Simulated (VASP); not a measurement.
Runs of VASP 6.6.1 on AgCl. The structure is that of space group F-43m (No. 216), or close to it. The cells are those of the table. 

```csv
task,level,potentials or basis,cell,k mesh,cutoff (eV),smearing,gap on the mesh (eV),pressure (GPa),relaxed volume (Å³/atom)
single point,LDA,"VASP PAW LDA potentials, release 64 (Ag, Cl)","a = 4.233 Å, angles 60.0°, 2 atoms",8 × 8 × 8,520,gaussian 0.01 eV,0.97,-4.0,-
relaxation of cell and atoms,r2SCAN,"VASP PAW PBE potentials, release 64 (Ag, Cl)","relaxed from a = 4.284 Å, angles 60.0°, 2 atoms",6 × 6 × 6,600,fermi-dirac 0.02 eV,1.60,0.0,(b)
single point,r2SCAN,"VASP PAW PBE potentials, release 64 (Ag, Cl)","a = 4.233 Å, angles 60.0°, 2 atoms",8 × 8 × 8,520,gaussian 0.01 eV,1.60,-0.1,-
single point,PBE,"VASP PAW PBE potentials, release 64 (Ag, Cl)","a = 4.233 Å, angles 60.0°, 2 atoms",8 × 8 × 8,520,fermi-dirac 0.02 eV,1.25,1.1,-
relaxation of cell and atoms,PBEsol,"VASP PAW PBE potentials, release 64 (Ag, Cl)","relaxed from a = 4.284 Å, angles 60.0°, 2 atoms",6 × 6 × 6,600,fermi-dirac 0.02 eV,(a),0.0,25.45
```

Alike in all rows: no spin polarisation.

**Question.** Estimate the missing entries.

**Answer.** (a) 1.03; (b) 26.80.

Caveats: the PAW data sets were made with another functional, which shifts forces and pressure a little (at least some runs); the cell stands under tension (at least some runs).

A k mesh can miss the band edges, and the runs leave out spin-orbit coupling on Ag.
